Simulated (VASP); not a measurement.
Ag, 4 atoms in the cell. The structure is orthorhombic, space group Cmce (No. 64). Conventional cell: a = 3.259 Å, b = 10.338 Å, c = 4.312 Å, α = 90.00°, β = 90.00°, γ = 90.00°. Ag (site symmetry m) has 3 Ag at 2.14 to 2.17 Å within 2.8 Å. 

```yaml
Program: VASP 6.6.1
Task: single point
Functional: PBEsol
Potentials_or_basis: VASP PAW PBE potentials, release 64 (Ag)
Cutoff: 520 eV
k_mesh: 6 × 6 × 4
Occupations: gaussian, width 0.1 eV
Spin: no spin polarisation
Dipole_correction: no
Further_INCAR_settings: ALGO = Normal; EDIFF = 1e-06; NBANDS = 30
```

Potentials or basis: VASP PAW PBE potentials, release 64 (Ag).

Command:

```bash
$ cat potpaw_PBE.64/Ag/POTCAR > POTCAR
$ mpirun -np 1 vasp_std > vasp.out
```

Hardware: 1 thread of Intel(R) Xeon(R) Platinum 8375C CPU @ 2.90GHz (Ice Lake) (shared host).

How long does it take, and how much memory?

It took 72 s on 1 thread of Intel(R) Xeon(R) Platinum 8375C CPU @ 2.90GHz (Ice Lake), on a shared host, peak memory 0.25 GiB. Counts: scf iterations 13, k points 39.
